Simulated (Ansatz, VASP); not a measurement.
## One calculation of Sc, two programs

The input INCAR:

```
PREC = Accurate
ENCUT = 520
EDIFF = 1E-7
ISMEAR = 1
SIGMA = 0.1
LREAL = False
LASPH = True
NELM = 100
ALGO = Normal
ISIF = 2
LWAVE = False
LCHARG = True
GGA = PE
LELF = True
LVHAR = True
NBANDS = 18
```

File KPOINTS:

```
regular mesh
0
Gamma
  8 8 5
```

Contents of POSCAR:

```
Sc
1.0
    3.2811919626      0.0000000000      0.0000000000
   -1.6405959813      2.8415955337      0.0000000000
    0.0000000000      0.0000000000      5.2289844595
Sc
2
Direct
    0.3333333333      0.6666666667      0.2500000000
    0.6666666667      0.3333333333      0.7500000000
```

Input for Ansatz:

```yaml
crystal:
  lattice:
    - [3.281191962595342, 0.0, 0.0]
    - [-1.640595981297671, 2.8415955336918386, 0.0]
    - [0.0, 0.0, 5.228984459460265]
  atoms:
    - { symbol: Sc, position: [0.3333333333333333, 0.6666666666666666, 0.25] }
    - { symbol: Sc, position: [0.6666666666666666, 0.3333333333333333, 0.75] }
basis:
  ecutwfc: 517.016338673772
kpoints:
  mp_grid:
    grid: [8, 8, 5]
hamiltonian:
  xc: pbe
scf:
  occupations:
    method: cold
output:
  stress: true
```

Alike in both runs: task single point; functional PBE; k mesh 8 × 8 × 5; no spin polarisation.

|  | VASP | Ansatz |
| --- | --- | --- |
| version | VASP 6.6.1 | Ansatz 0.2.0 |
| potentials or method | VASP PAW PBE potentials, release 64 (Sc_sv), cutoff 520 eV | plane waves, PAW |
| occupations | methfessel-paxton of order 1, width 0.1 eV | cold |
| valence electrons in the cell | 22 | 22 |

|  | VASP | Ansatz | Ansatz less VASP |
| --- | --- | --- | --- |
| pressure (GPa) | 0.7 | 0.7 | -0.01 |
| traceless stress, the component that is largest in VASP (GPa) | -0.83 | -0.88 | -0.053 |
